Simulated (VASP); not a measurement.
# SrO: single point with PBE

SrO:

```xyz
2
Lattice="-0.0257 2.5698 2.5698 2.5698 -0.0257 2.5698 2.5441 2.5441 0.0000" Properties=species:S:1:pos:R:3 pbc="T T T"
Sr    0.0000    0.0000    0.0000
O     2.5441    2.5441    2.5698
```

This cell differs from its parent crystal: strain -0.0200 x Voigt [0, 0, 0, 0, 0, 1].

```json
{
  "Program": "VASP 6.6.1",
  "Task": "single point",
  "Functional": "PBE",
  "Potentials or basis": "VASP PAW PBE potentials, release 64 (Sr_sv, O)",
  "Cutoff": "520 eV",
  "k mesh": "8 × 8 × 8",
  "Occupations": "gaussian, width 0.05 eV",
  "Spin": "no spin polarisation",
  "Dipole correction": "no",
  "Further INCAR settings": "ALGO = Normal; EDIFF = 1e-06; NBANDS = 15"
}
```

```json
{
  "Pressure": "3.5 GPa",
  "Band gap on the k mesh": "3.24 eV, indirect (least direct gap 3.32 eV)"
}
```

Stress tensor (GPa, compression positive):
```
3.52 1.08 0.00
1.08 3.52 0.00
0.00 0.00 3.49
```

Levels at points of the mesh, in eV from the valence-band top:
| k point | band 5 | band 6 | band 7 | band 8 | band 9 | band 10 | band 11 | band 12 |
| --- | --- | --- | --- | --- | --- | --- | --- | --- |
| (0.00, 0.00, 0.00) | -14.04 | -0.04 | -0.02 | 0.00 | 3.97 | 6.07 | 6.19 | 6.32 |
| (0.50, 0.00, 0.00) | -12.83 | -2.20 | -1.17 | -1.10 | 6.50 | 8.43 | 8.69 | 8.88 |
| (0.50, 0.50, 0.00) | -14.39 | -0.45 | -0.13 | -0.08 | 3.24 | 7.79 | 10.16 | 10.37 |
| (0.00, 0.00, 0.50) | -12.88 | -2.20 | -1.22 | -1.16 | 6.55 | 8.46 | 8.78 | 8.98 |
| (0.50, 0.00, 0.50) | -14.41 | -0.46 | -0.11 | -0.11 | 3.24 | 7.79 | 10.15 | 10.38 |

Wall time 60 s on 1 thread of Intel Xeon 8259CL, on a shared host, peak memory 0.19 GiB.

Caveat: the cell differs from its parent crystal (strain -0.0200 x Voigt [0, 0, 0, 0, 0, 1]). A k mesh can miss the band edges.
